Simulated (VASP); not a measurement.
# In (P6/mmm) in VASP: a series of runs

Runs on In. Level: r2SCAN. Tasks: single point.

Program: VASP 6.6.1. These are calculated values, not measurements. Logs are shortened: lines on timing, memory, paths and dates and some standing lists are left out, and cuts for length are marked.

**1. The cell of the first run**

It takes space group P6/mmm (No. 191, hexagonal). The conventional cell has a = 3.212 Å, b = 3.212 Å, c = 3.002 Å, α = 90.00°, β = 90.00°, γ = 120.00°. In (site symmetry 6/mmm) has 8 In at 3.00 to 3.21 Å within 4.0 Å.

This isn't the form of In at room conditions, which is tetragonal.

**2. Single point, r2SCAN**

POSCAR reads:

```
In
1.0
    3.2123895088      0.0000000000      0.0000000000
   -1.6061947544      2.7820109215      0.0000000000
    0.0000000000      0.0000000000      3.0015764473
In
1
Direct
    0.0000000000      0.0000000000      0.0000000000
```

INCAR.step1 reads:

```
SYSTEM = In
PREC = Accurate
ENCUT = 550
ISMEAR = 0
SIGMA = 0.1
LREAL = .FALSE.
LASPH = .TRUE.
NELM = 120
NBANDS = 12
GGA = PE
ALGO = Normal
EDIFF = 1E-5
LWAVE = .TRUE.
LCHARG = .FALSE.
GGA_COMPAT = .FALSE.
```

INCAR.step2 reads:

```
SYSTEM = In
PREC = Accurate
ENCUT = 550
EDIFF = 1E-6
ISMEAR = 0
SIGMA = 0.1
LREAL = .FALSE.
LASPH = .TRUE.
NELM = 120
ALGO = Normal
ISIF = 2
LWAVE = .FALSE.
LCHARG = .FALSE.
METAGGA = R2SCAN
LMIXTAU = .TRUE.
NBANDS = 12
ISTART = 1
GGA_COMPAT = .FALSE.
```

KPOINTS reads:

```
Automatic mesh
0
G
  6 6 6
  0 0 0
```

Potentials or basis: VASP PAW PBE potentials, release 64 (In_d).

Command:

```console
$ cat potpaw_PBE.64/In_d/POTCAR > POTCAR
$ cp INCAR.step1 INCAR
$ mpirun -np 1 vasp_std > vasp.out
$ cp INCAR.step2 INCAR
$ mpirun -np 1 vasp_std > vasp.out
```

OUTCAR:

```text
SYSTEM = In
   PREC = Accurate
   ENCUT = 550
   EDIFF = 1E-6
   ISMEAR = 0
   LREAL = .FALSE.
   LASPH = .TRUE.
   NELM = 120
   ISIF = 2
   METAGGA = R2SCAN
   ISTART = 1

 ion  position               nearest neighbor table
   1  0.000  0.000  0.000-

  LATTYP: Found a hexagonal cell.
 ALAT       =     3.2123895088
 C/A-ratio  =     0.9343750000

  Lattice vectors:

 A1 = (   3.2123895088,   0.0000000000,   0.0000000000)
 A2 = (  -1.6061947544,   2.7820109215,   0.0000000000)
 A3 = (   0.0000000000,   0.0000000000,   3.0015764473)

Analysis of symmetry for initial positions (statically):
=====================================================================
 Subroutine PRICEL returns:
 Original cell was already a primitive cell.

 Routine SETGRP: Setting up the symmetry group for a
 hexagonal supercell.

 Subroutine GETGRP returns: Found 24 space group operations
 (whereof 24 operations were pure point group operations)
 out of a pool of 24 trial point group operations.

The static configuration has the point symmetry D_6h.

Analysis of symmetry for dynamics (positions and initial velocities):
=====================================================================
 Subroutine PRICEL returns:
 Original cell was already a primitive cell.

 Routine SETGRP: Setting up the symmetry group for a
 hexagonal supercell.

 Subroutine GETGRP returns: Found 24 space group operations
 (whereof 24 operations were pure point group operations)
 out of a pool of 24 trial point group operations.

The dynamic configuration has the point symmetry D_6h.

 Subroutine INISYM returns: Found 24 space group operations
 (whereof 24 operations are pure point group operations),
 and found     1 'primitive' translations

----------------------------------------------------------------------------------------

                                     Primitive cell

  volume of cell :      26.8248

  direct lattice vectors                    reciprocal lattice vectors
     3.212389509  0.000000000  0.000000000     0.311294753  0.179726110  0.000000000
    -1.606194754  2.782010921  0.000000000     0.000000000  0.359452219  0.000000000
     0.000000000  0.000000000  3.001576447     0.000000000  0.000000000  0.333158265

  length of vectors
     3.212389509  3.212389509  3.001576447     0.359452219  0.359452219  0.333158265

  position of ions in fractional coordinates (direct lattice)
     0.000000000  0.000000000  0.000000000

  ion indices of the primitive-cell ions
   primitive index   ion index
[... 82 lines left out ...]
   TEBEG  =    0.0;   TEEND  =   0.0 temperature during run
   PSTRESS=    0.0 pullay stress
   NELECT =      13.0000    total number of electrons
   NUPDOWN=      -1.0000    fix difference up-down
   EMIN   =  10.00;   EMAX   =-10.00  energy-range for DOS
   EFERMI =   0.00;   METHOD = LEGACY
   ISMEAR =     0;   SIGMA  =   0.10  broadening in eV -4-tet -1-fermi 0-gaus
   EFERMI_NEDOS =   21; number of points for ismear=-14 and -15
   IALGO  =     38    algorithm
   IMIX   =      4    mixing-type and parameters
     AMIX     =   0.40;   BMIX     =  1.00
     AMIX_MAG =   1.60;   BMIX_MAG =  1.00
  volume/ion in A,a.u.               =      26.82       181.02
  Fermi-wavevector in a.u.,A,eV,Ry     =   1.285910  2.430017 22.498100  1.653564
  Thomas-Fermi vector in A             =   2.418016
   LORBIT       =      0    0 simple, 1 ext, 2 COOP (PROOUT), +10 PAW based schemes
   METAGGA = R2SCAN    functional components
   LHFCALC =     F    Hartree Fock is set to
   AEXX    =    0.0000 exact exchange contribution
   IVDW    =     0    specifies the selected vdW correction
   LEPSILON=     F    determine dielectric tensor
   LRPA    =     F    only Hartree local field effects (RPA)
 non-spin polarized calculation
 Gauss-broadening in eV      SIGMA  =   0.10
  energy-cutoff  :      550.00
  volume of cell :       26.82
 maximum number of plane-waves:       810
 NGX is ok and might be reduce to    28

 number of electron      12.9999999 magnetization

 Free energy of the ion-electron system (eV)
  ---------------------------------------------------
  ext. energy  EPLUGINS =         0.00000000
  ---------------------------------------------------
  free energy    TOTEN  =       -22.53804243 eV

  energy without entropy =      -22.53514535  energy(sigma->0) =      -22.53659389

 E-fermi :   7.0341     XC(G=0): -10.8572

 val. band max:        6.9528931439   @ k =   0.3333   0.1667   0.5000
 cond. band min:       7.0706316434   @ k =   0.5000   0.0000   0.5000
 fundamental gap:      0.1177384995
 Fermi energy:         7.0340572256

 k-point     1 :       0.0000    0.0000    0.0000
  band No.  band energies     occupation
      1      -8.5333      2.00000
      2      -8.1476      2.00000
      3      -8.1476      2.00000
      4      -7.7302      2.00000
      5      -7.7302      2.00000
      6      -2.7521      2.00000
      7      15.0101      0.00000
      8      17.0684      0.00000
      9      17.0684      0.00000
     10      18.4478      0.00000
     11      19.4887      0.00000
     12      21.3525      0.00000
[... 331 lines left out ...]
 k-point    24 :       0.3333   -0.0000    0.5000
  band No.  band energies     occupation
      1      -8.2358      2.00000
      2      -8.2048      2.00000
      3      -8.0176      2.00000
      4      -7.8143      2.00000
      5      -7.6335      2.00000
      6       3.5759      2.00000
      7       5.6243      2.00000
      8      11.0845      0.00000
      9      14.1170      0.00000
     10      16.7639      0.00000
     11      19.6601      0.00000
     12      20.7935      0.00000

 [... further k-points ...]

------------------------ aborting loop because EDIFF is reached ----------------------------------------

  FORCE on cell =-STRESS in cart. coord.  units (eV):
  Direction    XX          YY          ZZ          XY          YZ          ZX
  --------------------------------------------------------------------------------------
  -------------------------------------------------------------------------------------
  Total       -0.1184256     -0.1184256      0.5382354      0.0000000     -0.0000000      0.0000000
  in kB       -7.0732627     -7.0732627     32.1474377      0.0000000     -0.0000000      0.0000000
  external PRESSURE =       6.0003041 kB  Pullay stress =       0.0000000 kB

 VOLUME and BASIS-vectors are now :
 -----------------------------------------------------------------------------
  energy-cutoff  :      550.00
  volume of cell :       26.82
      direct lattice vectors                 reciprocal lattice vectors
     3.212389509  0.000000000  0.000000000     0.311294753  0.179726110  0.000000000
    -1.606194754  2.782010921  0.000000000     0.000000000  0.359452219  0.000000000
     0.000000000  0.000000000  3.001576447     0.000000000  0.000000000  0.333158265

 POSITION                                       TOTAL-FORCE (eV/Angst)
 -----------------------------------------------------------------------------------
      0.00000      0.00000      0.00000         0.000000      0.000000      0.000000
 -----------------------------------------------------------------------------------
    total drift:                               -0.000000     -0.000000      0.000000

  FREE ENERGIE OF THE ION-ELECTRON SYSTEM (eV)
  ---------------------------------------------------
  free  energy   TOTEN  =       -22.5380424305 eV

  energy  without entropy=      -22.5351453477  energy(sigma->0) =      -22.53659389
```

OUTCAR.step1:

```text
SYSTEM = In
   PREC = Accurate
   ENCUT = 550
   ISMEAR = 0
   LREAL = .FALSE.
   LASPH = .TRUE.
   NELM = 120
[... 578 lines left out ...]
 -----------------------------------------------------------------------------------
      0.00000      0.00000      0.00000         0.000000      0.000000      0.000000
 -----------------------------------------------------------------------------------
    total drift:                               -0.000000     -0.000000      0.000000

  FREE ENERGIE OF THE ION-ELECTRON SYSTEM (eV)
  ---------------------------------------------------
  free  energy   TOTEN  =        -2.4819756840 eV

  energy  without entropy=       -2.4795402545  energy(sigma->0) =       -2.48075797
```

OSZICAR.step1:

```text
N       E                     dE             d eps       ncg     rms          rms(c)
DAV:   1     0.837647812577E+02    0.83765E+02   -0.62740E+03   680   0.139E+03
DAV:   2     0.178934312693E+01   -0.81975E+02   -0.79971E+02   680   0.306E+02
DAV:   3    -0.240286434035E+01   -0.41922E+01   -0.41800E+01   836   0.687E+01
DAV:   4    -0.250855894849E+01   -0.10569E+00   -0.10568E+00   848   0.106E+01
DAV:   5    -0.251187158907E+01   -0.33126E-02   -0.33126E-02   920   0.168E+00    0.248E+00
DAV:   6    -0.248679011352E+01    0.25081E-01   -0.42017E-02   840   0.414E+00    0.122E+00
DAV:   7    -0.248219842515E+01    0.45917E-02   -0.13540E-02   924   0.216E+00    0.265E-01
DAV:   8    -0.248196389269E+01    0.23453E-03   -0.11094E-03   852   0.529E-01    0.274E-02
DAV:   9    -0.248197419654E+01   -0.10304E-04   -0.32208E-05   852   0.701E-02    0.192E-02
DAV:  10    -0.248197568398E+01   -0.14874E-05   -0.29782E-06   556   0.219E-02
   1 F= -.24819757E+01 E0= -.24807580E+01  d E =-.243543E-02
```

It took 18 s on 1 thread of Intel Xeon 6975P-C (Granite Rapids), shared host; peak memory 0.15 GiB.

What came out:

```
Free energy            : -22.5380 eV
Pressure               : 0.6 GPa
Band gap on the k mesh : zero (an odd number of electrons rules out a gap without spin polarisation)
```

Levels at points of the mesh, in eV from the Fermi level:
| k point | band 4 | band 5 | band 6 | band 7 | band 8 | band 9 | band 10 | band 11 |
| --- | --- | --- | --- | --- | --- | --- | --- | --- |
| (0.00, 0.00, 0.00) | -14.76 | -14.76 | -9.79 | 7.98 | 10.03 | 10.03 | 11.41 | 12.45 |
| (0.50, 0.00, 0.00) | -14.81 | -14.77 | -4.64 | -3.47 | 5.61 | 9.30 | 12.44 | 14.10 |
| (0.00, 0.00, 0.50) | -15.00 | -14.99 | -5.73 | -3.73 | 14.03 | 14.03 | 14.90 | 15.02 |
| (0.50, 0.00, 0.50) | -14.75 | -14.56 | -0.53 | -0.22 | 0.04 | 4.71 | 8.90 | 12.02 |

Caveat: the k points lie up to 0.38 Å⁻¹ apart, too coarse for converged energies and pressures of a metal; the PAW data sets were made with another functional, which shifts forces and pressure a little; spin-orbit coupling is left out, which moves the levels of the heavy elements.

**3. Single point, r2SCAN**

This run uses another cell than the first one, of 27.07 Å³/atom.

POSCAR reads:

```
In
1.0
    3.1991250788      0.0000000000      0.0000000000
   -1.5995625394      2.7705235882      0.0000000000
    0.0000000000      0.0000000000      3.0536558403
In
1
Direct
    0.0000000000      0.0000000000      0.0000000000
```

INCAR.step1 reads:

```
PREC     = Accurate       # precision mode
ENCUT    = 550            # plane-wave cutoff, eV
ISMEAR   = 0              # smearing method
SIGMA    = 0.1            # smearing width, eV
LREAL    = False          # projectors in reciprocal space
LASPH    = True           # aspherical terms in the spheres
NELM     = 120            # most SCF steps
NBANDS   = 12             # bands
GGA      = PE             # functional
ALGO     = Normal         # electronic algorithm
EDIFF    = 1E-5           # SCF threshold, eV
LWAVE    = True           # write WAVECAR
LCHARG   = False          # write CHGCAR
GGA_COMPAT= False
```

INCAR.step2 reads:

```
PREC     = Accurate       # precision mode
ENCUT    = 550            # plane-wave cutoff, eV
EDIFF    = 1E-6           # SCF threshold, eV
ISMEAR   = 0              # smearing method
SIGMA    = 0.1            # smearing width, eV
LREAL    = False          # projectors in reciprocal space
LASPH    = True           # aspherical terms in the spheres
NELM     = 120            # most SCF steps
ALGO     = Normal         # electronic algorithm
ISIF     = 2              # what is computed and relaxed
LWAVE    = False          # write WAVECAR
LCHARG   = True           # write CHGCAR
METAGGA  = R2SCAN         # meta-GGA
LMIXTAU  = True         
LELF     = True           # ELF
LVHAR    = True         
NBANDS   = 12             # bands
ISTART   = 1            
GGA_COMPAT= False
```

KPOINTS reads:

```
regular mesh
0
Gamma
  21 21 18
```

Potentials or basis: VASP PAW PBE potentials, release 64 (In_d).

Command:

```console
$ cat potpaw_PBE.64/In_d/POTCAR > POTCAR
$ cp INCAR.step1 INCAR
$ mpirun -np 1 vasp_std > vasp.out
$ cp INCAR.step2 INCAR
$ mpirun -np 1 vasp_std > vasp.out
```

It took 1.9 min on 1 thread of Intel Xeon 6975P-C (Granite Rapids), shared host; peak memory 0.27 GiB.

The run converged. Its results:

- Free energy: -22.5612 eV
- Pressure: 0.0 GPa
- Band gap on the k mesh: zero (an odd number of electrons rules out a gap without spin polarisation)

Levels at points of the mesh, in eV from the Fermi level:
```csv
k point,band 5,band 6,band 7,band 8,band 9,band 10
"(0.00, 0.00, 0.00)",-14.82,-9.78,7.38,10.26,10.26,10.88
"(0.00, 0.00, 0.50)",-15.03,-5.98,-3.77,14.03,14.03,14.82
```

Caveat: the PAW data sets were made with another functional, which shifts forces and pressure a little; spin-orbit coupling is left out, which moves the levels of the heavy elements.

**4. Single point, r2SCAN**

This run uses another cell than the first one: it holds 3 atoms, not 1.

POSCAR reads:

```
In
1.0
    5.4696842996      0.0000000000      0.0000000000
   -2.7348421498      4.7368855542      0.0000000000
    0.0000000000      0.0000000000      3.1102003681
In
3
Direct
    0.0000000000      0.0000000000      0.0000000000
    0.3333333333      0.6666666667      0.5000000000
    0.6666666667      0.3333333333      0.5000000000
```

INCAR.step1 reads:

```
SYSTEM = In
ALGO = Normal
EDIFF = 1E-4
ENCUT = 520
GGA = PE
ISMEAR = 0
LASPH = .TRUE.
LCHARG = .FALSE.
LREAL = .FALSE.
LWAVE = .TRUE.
NBANDS = 26
NELM = 100
PREC = Accurate
SIGMA = 0.1
```

INCAR.step2 reads:

```
SYSTEM = In
ALGO = Normal
EDIFF = 1E-7
ENCUT = 520
ISIF = 2
ISMEAR = 0
ISTART = 1
LASPH = .TRUE.
LCHARG = .FALSE.
LMIXTAU = .TRUE.
LREAL = .FALSE.
LWAVE = .FALSE.
METAGGA = R2SCAN
NBANDS = 26
NELM = 100
PREC = Accurate
SIGMA = 0.1
```

KPOINTS reads:

```
k-points
0
G
  9 9 14
  0 0 0
```

Command:

```console
$ cat potpaw_PBE.64/In_d/POTCAR > POTCAR
$ cp INCAR.step1 INCAR
$ mpirun -np 1 vasp_std > vasp.out
$ cp INCAR.step2 INCAR
$ mpirun -np 1 vasp_std > vasp.out
```

Run time: 16 min. Hardware: 1 thread of Intel Xeon Platinum 8259CL at 2.50GHz (Skylake/Cascade Lake), shared host; peak memory 0.3 GiB.

The run converged. Its results:

```
Free energy            : -67.6393 eV
Pressure               : 0.0 GPa
Band gap on the k mesh : zero (an odd number of electrons rules out a gap without spin polarisation)
```

Levels at points of the mesh, in eV from the Fermi level:
| k point | band 16 | band 17 | band 18 | band 19 | band 20 | band 21 | band 22 | band 23 |
| --- | --- | --- | --- | --- | --- | --- | --- | --- |
| (0.00, 0.00, 0.00) | -9.84 | -3.38 | -3.22 | -1.30 | -1.30 | -1.22 | -1.22 | 6.62 |
| (0.00, 0.00, 0.50) | -5.68 | -4.86 | 0.83 | 0.93 | 1.10 | 1.10 | 1.46 | 1.46 |

Caveat: the PAW data sets were made with another functional, which shifts forces and pressure a little; spin-orbit coupling is left out, which moves the levels of the heavy elements.

**5. The runs side by side**

```tsv
cell	k mesh	cutoff (eV)	gap on the mesh (eV)	pressure (GPa)
a = 3.212, b = 3.212, c = 3.002 Å, angles 90.0, 90.0, 120.0°, 1 atom, atomic positions A	6 × 6 × 6	550	none	0.6
a = 3.199, b = 3.199, c = 3.054 Å, angles 90.0, 90.0, 120.0°, 1 atom, atomic positions A	21 × 21 × 18	550	none	0.0
a = 5.470, b = 5.470, c = 3.110 Å, angles 90.0, 90.0, 120.0°, 3 atoms, atomic positions B	9 × 9 × 14	520	none	0.0
```

Alike in all rows: task single point; level r2SCAN; potentials or basis VASP PAW PBE potentials, release 64 (In_d); no spin polarisation; smearing gaussian 0.1 eV.

Caveats: some runs use coarse meshes; the PAW data sets were made with another functional, which shifts forces and pressure a little; spin-orbit coupling is left out, which moves the levels of the heavy elements.

Absolute energies hang on the potentials; compare differences alone.
